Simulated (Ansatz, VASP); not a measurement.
# CaSe in VASP and in Ansatz

Contents of POSCAR:

```
CaSe
1.0
    0.0000000000      2.9675351129      2.9675351129
    2.9675351129      0.0000000000      2.9675351129
    2.9675351129      2.9675351129      0.0000000000
Ca Se
1 1
Direct
    0.0000000000      0.0000000000      0.0000000000
    0.5000000000      0.5000000000      0.5000000000
```

INCAR.step1

```
  PREC = Accurate
  ENCUT = 520
  EDIFF = 1E-5
  ISMEAR = 0
  SIGMA = 0.01
  LREAL = F
  LASPH = T
  NELM = 100
  ALGO = Normal
  ISIF = 2
  LWAVE = T
  LCHARG = F
  GGA = PE
  NBANDS = 15
```

File INCAR.step2:

```
  PREC = Accurate
  ENCUT = 520
  EDIFF = 1E-7
  ISMEAR = 0
  SIGMA = 0.01
  LREAL = F
  LASPH = T
  NELM = 100
  ALGO = Normal
  ISIF = 2
  LWAVE = F
  LCHARG = F
  GGA = PE
  LHFCALC = T
  HFSCREEN = 0.2079
  PRECFOCK = Normal
  ISTART = 1
  NBANDS = 15
```

File KPOINTS:

```
regular mesh
0
Gamma
  4 4 4
```

Input for Ansatz:

```yaml
crystal:
  lattice:
    - [0.0, 2.9675351129, 2.9675351129]
    - [2.9675351129, 0.0, 2.9675351129]
    - [2.9675351129, 2.9675351129, 0.0]
  atoms:
    - { symbol: Ca, position: [0.0, 0.0, 0.0] }
    - { symbol: Se, position: [0.5, 0.5, 0.5] }
kpoints:
  mp_grid: { grid: [4, 4, 4] }
hamiltonian:
  xc: hse06
scf:
  occupations: { method: fixed }
  n_extra_bands: 4
output:
  forces: true
  stress: true
  eigenvalues: true
```

Alike in both runs: task single point; functional HSE06; k mesh 4 × 4 × 4; no spin polarisation.

```csv
,VASP,Ansatz
version,VASP 6.6.1,Ansatz 0.2.0
potentials or method,"VASP PAW PBE potentials, release 64 (Ca_sv, Se)","plane waves, PAW"
plane-wave cutoff (eV),520,420
occupations,"gaussian, width 0.01 eV",fixed
valence electrons in the cell,16,26
```

|  | VASP | Ansatz | Ansatz less VASP |
| --- | --- | --- | --- |
| gap on the k mesh at the Fermi level (eV) | 3.01 | 3.00 | -0.010 |
| pressure (GPa) | 0.3 | 0.3 | -0.06 |

VASP's potentials hold 16 valence electrons a cell and Ansatz's 26, so a difference there can come from the potentials and not from the codes. Ansatz's warnings: stress exchange threshold loose, stress scf threshold loose.

The k mesh is coarse, so the values compare programs but aren't converged.
